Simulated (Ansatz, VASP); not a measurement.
**One calculation of ZnGa4O2, two programs**

```
Zn Ga O
1.0
     3.00525    0.00000    0.00000
    -1.50262    2.60262    0.00000
     0.00000    0.00000   15.63163
Zn Ga O
1 4 2
Cartesian
  0.0000 0.0000 7.8158
  0.0000 1.7351 5.5530
  1.5026 0.8675 10.0786
  1.5026 0.8675 14.3775
  0.0000 1.7351 1.2541
  0.0000 0.0000 4.7030
  0.0000 0.0000 10.9286
```

Change from the starting cell: species swapped into the LiTa2S4 type (P-3m1, No. 164).

Alike in both runs: functional PBE; k mesh 12 × 12 × 2; occupations gaussian, width 0.1 eV; no spin polarisation.

Ansatz relaxed the structure, and its values are those at the end. VASP's run is a single point on that final structure, the one shown.

```csv
,VASP,Ansatz
version,VASP 6.6.1,Ansatz 0.2.0
potentials or method,"VASP PAW PBE potentials, release 64 (Zn, Ga_d, O), cutoff 520 eV","scalar-relativistic, plane waves, PAW"
valence electrons in the cell,76,76
```

Ansatz gave:

```
gap on the k mesh at the Fermi level (eV) : none
pressure (GPa)                            : 0.0
rms of the force components (eV/Å)        : 0.000
```

**Question.** Estimate VASP's values.

**Answer.** gap on the k mesh at the Fermi level (eV): none; pressure (GPa): 0.3; rms of the force components (eV/Å): 0.025.

A gap of «none» marks a metal or a gap that the smearing closes.
